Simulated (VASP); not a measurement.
Here is a VASP 6.6.1 calculation.

File POSCAR:

```
Ba
1.0
    3.9996500000      0.0000000000      0.0000000000
    0.0000000000      3.9996500000      0.0000000000
    0.0000000000      0.0000000000      3.6055390000
Ba
1
Direct
    0.5000000000      0.5000000000      0.5000000000
```

File INCAR.step1:

```
SYSTEM = Ba
PREC     = Accurate       ! precision mode
ENCUT    = 520            ! plane-wave cutoff, eV
ISMEAR   = 0              ! smearing method
SIGMA    = 0.15           ! smearing width, eV
LREAL    = .False.        ! projectors in reciprocal space
LASPH    = .True.         ! aspherical terms in the spheres
NELM     = 100            ! most SCF steps
NBANDS   = 11             ! bands
GGA      = PE             ! functional
ALGO     = Normal         ! electronic algorithm
EDIFF    = 1E-4           ! SCF threshold, eV
LWAVE    = .True.         ! write WAVECAR
LCHARG   = .False.        ! write CHGCAR
```

Contents of INCAR.step2:

```
SYSTEM = Ba
PREC     = Accurate       ! precision mode
ENCUT    = 520            ! plane-wave cutoff, eV
EDIFF    = 1E-6           ! SCF threshold, eV
ISMEAR   = 0              ! smearing method
SIGMA    = 0.15           ! smearing width, eV
LREAL    = .False.        ! projectors in reciprocal space
LASPH    = .True.         ! aspherical terms in the spheres
NELM     = 100            ! most SCF steps
ALGO     = Normal         ! electronic algorithm
ISIF     = 2              ! what is computed and relaxed
LWAVE    = .False.        ! write WAVECAR
LCHARG   = .False.        ! write CHGCAR
METAGGA  = R2SCAN         ! meta-GGA
LMIXTAU  = .True.       
NBANDS   = 11             ! bands
ISTART   = 1
```

KPOINTS

```
Automatic mesh
0
Gamma
  14 14 14
  0 0 0
```

Potentials or basis: VASP PAW PBE potentials, release 64 (Ba_sv).

Launch:

```sh
$ cat potpaw_PBE.64/Ba_sv/POTCAR > POTCAR
$ cp INCAR.step1 INCAR
$ mpirun -np 1 vasp_std > vasp.out
$ cp INCAR.step2 INCAR
$ mpirun -np 1 vasp_std > vasp.out
```

Task: Predict the band gap on the k mesh.

Result: Zero (band 5 reaches 2.29 eV, above the bottom of band 6 at 1.57 eV).

Task: What does it give for the pressure?

Result: 0.6 GPa.

Stress tensor (GPa, compression positive):
```
-0.83  0.00  0.00
 0.00 -0.83  0.00
 0.00  0.00  3.39
```

Caveat: the PAW data sets were made with another functional, which shifts forces and pressure a little; spin-orbit coupling is left out, which moves the levels of the heavy elements.
